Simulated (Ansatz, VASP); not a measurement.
**One calculation of SiNi3, two programs**

```
Ni Si
1.0
     3.54200    0.00000    0.00000
     0.00000    3.54200    0.00000
     0.00000    0.00000    3.54200
Ni Si
3 1
Direct
  0.50000 0.50000 0.00000
  0.50000 0.00000 0.50000
  0.00000 0.50000 0.50000
  0.00000 0.00000 0.00000
```

Alike in both runs: task single point; functional PBE; k mesh 8 × 8 × 8; occupations gaussian, width 0.017 eV; collinear spin.

|  | VASP | Ansatz |
| --- | --- | --- |
| version | VASP 6.6.1 | Ansatz 0.2.0 |
| potentials or method | VASP PAW PBE potentials, release 64 (Ni, Si) | Ansatz PAW |
| plane-wave cutoff (eV) | 520 | 420 |
| valence electrons in the cell | 34 | 58 |

```csv
,VASP,Ansatz,Ansatz less VASP
gap on the k mesh at the Fermi level (eV),none,none,-
pressure (GPa),-6.0,-6.0,-0.04
net moment per atom (μB),0.00,0.00,0.000
```

A gap of «none» marks a metal or a gap that the smearing closes. With one functional, cell and mesh, what is left measures potentials, basis and numerics. VASP's potentials hold 34 valence electrons a cell and Ansatz's 58, so a difference there can come from the potentials and not from the codes.
